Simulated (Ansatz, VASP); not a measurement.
## Pt in VASP and in Ansatz

INCAR

```
ALGO     = Normal         # electronic algorithm
EDIFF    = 1E-7           # SCF threshold, eV
ENCUT    = 520            # plane-wave cutoff, eV
GGA      = RE             # functional
ISIF     = 2              # what is computed and relaxed
ISMEAR   = -1             # smearing method
LASPH    = True           # aspherical terms in the spheres
LCHARG   = False          # write CHGCAR
LREAL    = False          # projectors in reciprocal space
LWAVE    = False          # write WAVECAR
NBANDS   = 11             # bands
NELM     = 100            # most SCF steps
PREC     = Accurate       # precision mode
SIGMA    = 0.05           # smearing width, eV
```

KPOINTS

```
k-points
0
Gamma
  12 12 12
```

Contents of POSCAR:

```
Pt
1.0
    0.0000000000      1.9609000000      1.9609000000
    1.9609000000      0.0000000000      1.9609000000
    1.9609000000      1.9609000000      0.0000000000
Pt
1
Direct
    0.0000000000      0.0000000000      0.0000000000
```

Contents of input.yaml:

```yaml
crystal:
  lattice:
    - [0.0, 1.9609, 1.9609]
    - [1.9609, 0.0, 1.9609]
    - [1.9609, 1.9609, 0.0]
  atoms:
    - { symbol: Pt, position: [0.0, 0.0, 0.0] }
kpoints:
  mp_grid: { grid: [12, 12, 12] }
  band_path:
    path:
      - [0.0, 0.0, 0.0]
      - [0.5, 0.0, 0.5]
      - [0.5, 0.25, 0.75]
      - [0.375, 0.375, 0.75]
      - [0.0, 0.0, 0.0]
      - [0.5, 0.5, 0.5]
      - [0.625, 0.25, 0.625]
      - [0.5, 0.25, 0.75]
    npoints: 8
scf:
  occupations: { method: fermi_dirac, width: 0.05 }
hamiltonian:
  xc: revpbe
  pseudopotentials: { kind: all_electron, lapw: { basis_error: 0.001 } }
output:
  forces: true
  stress: true
  eigenvalues: true
```

Alike in both runs: functional revPBE; k mesh 12 × 12 × 12; occupations fermi-dirac, width 0.05 eV; no spin polarisation.

```csv
,VASP,Ansatz
version,VASP 6.6.1,Ansatz 0.2.0
potentials or method,"VASP PAW PBE potentials, release 64 (Pt), cutoff 520 eV","all-electron LAPW, scalar-relativistic"
task,single point,band structure
```

VASP gave:

```
gap on the k mesh at the Fermi level (eV) : none
pressure (GPa)                            : 12.8
```

Which values does Ansatz return?

gap on the k mesh at the Fermi level (eV): none; pressure (GPa): 13.3.

VASP's potentials were made for PBE, not for revPBE. A gap of «none» marks a metal or a gap that the smearing closes. Ansatz ran all-electron here, and VASP with PAW potentials.

Neither program's run includes spin-orbit coupling.
